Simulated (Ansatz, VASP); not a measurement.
SnO2 in VASP and in Ansatz

```xyz
6
Lattice="4.7585 0.0000 0.0000 0.0000 4.7586 0.0000 0.0000 0.0000 3.2001" Properties=species:S:1:pos:R:3 pbc="T T T"
Sn    2.3793    2.3793    1.6000
Sn    0.0000    0.0000    0.0000
O     1.4555    1.4558    0.0000
O     3.8348    0.9235    1.6000
O     0.9238    3.8351    1.6000
O     3.3030    3.3028    0.0000
```

Alike in both runs: functional r2SCAN; k mesh 6 × 6 × 8; occupations gaussian, width 0.02 eV; no spin polarisation.

Ansatz relaxed the structure, and its values are those at the end. VASP's run is a single point on that final structure, the one shown.

|  | VASP | Ansatz |
| --- | --- | --- |
| version | VASP 6.6.1 | Ansatz 0.2.0 |
| potentials or method | VASP PAW PBE potentials, release 64 (Sn_d, O), cutoff 520 eV | scalar-relativistic, plane waves, PAW |
| valence electrons in the cell | 52 | 52 |

VASP gave:

```
gap on the k mesh at the Fermi level (eV) : 1.80
least direct gap on the mesh (eV)         : 1.80
pressure (GPa)                            : 1.3
rms of the force components (eV/Å)        : 0.014
```

Task: Estimate Ansatz's values.

Result: gap on the k mesh at the Fermi level (eV): 1.79; least direct gap on the mesh (eV): 1.79; pressure (GPa): 0.0; rms of the force components (eV/Å): 0.000.

VASP's potentials were made for PBE, not for r2SCAN. The functional is the same, so the differences come from potentials, cutoffs and numerics.
